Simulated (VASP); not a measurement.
Write the native input for VASP 6.6.1 that does the following.

```yaml
Task: single point
Functional: LDA
Potentials_or_basis: VASP PAW LDA potentials, release 64 (Sn_d, O)
Cutoff: 520 eV
k_mesh: 6 × 6 × 6
Occupations: gaussian, width 0.05 eV
Spin: no spin polarisation
Dipole_correction: no
Further_INCAR_settings: ALGO = Normal; EDIFF = 1e-06; NBANDS = 64
```

The structure of SnO2 lies in POSCAR:

```
SnO2
1.0
    4.8199397299      0.0000000000      0.0000000000
    0.0000000000      5.9941779779      0.0000000000
    0.0000000000      0.0000000000      5.3326269529
Sn O
4 8
Direct
    0.5000000000      0.6673419135      0.7500000000
    0.0000000000      0.8326580865      0.2500000000
    0.5000000000      0.3326580865      0.2500000000
    0.0000000000      0.1673419135      0.7500000000
    0.7309254637      0.6050162923      0.0776916535
    0.2309254637      0.8949837077      0.9223083465
    0.7690745363      0.8949837077      0.5776916535
    0.2690745363      0.6050162923      0.4223083465
    0.7309254637      0.3949837077      0.5776916535
    0.2309254637      0.1050162923      0.4223083465
    0.7690745363      0.1050162923      0.0776916535
    0.2690745363      0.3949837077      0.9223083465
```

The input as run:

INCAR

```
ALGO = Normal
EDIFF = 1E-6
ENCUT = 520
GGA = CA
ISIF = 2
ISMEAR = 0
LASPH = True
LCHARG = False
LREAL = False
LWAVE = False
NBANDS = 64
NELM = 80
PREC = Accurate
SIGMA = 0.05
```

KPOINTS

```
k-points
0
Gamma
  6 6 6
```

Potentials or basis: VASP PAW LDA potentials, release 64 (Sn_d, O).

Launch:

```sh
$ cat potpaw_LDA.64/Sn_d/POTCAR potpaw_LDA.64/O/POTCAR > POTCAR
$ mpirun -np 1 vasp_std > vasp.out
```

It gave:

```json
{"Pressure": "-16.3 GPa", "Largest force": "0.239 eV/Å", "Band gap on the k mesh": "0.50 eV"}
```

Caveat: the cell stands under tension; semilocal functionals underestimate gaps, and a narrow one can read as zero; spin-orbit coupling is left out, which moves the levels of the heavy elements.

Run time: 8.6 min on 1 thread of Intel(R) Xeon(R) Platinum 8259CL CPU @ 2.50GHz (Skylake/Cascade Lake) (shared host), peak memory 0.51 GiB.
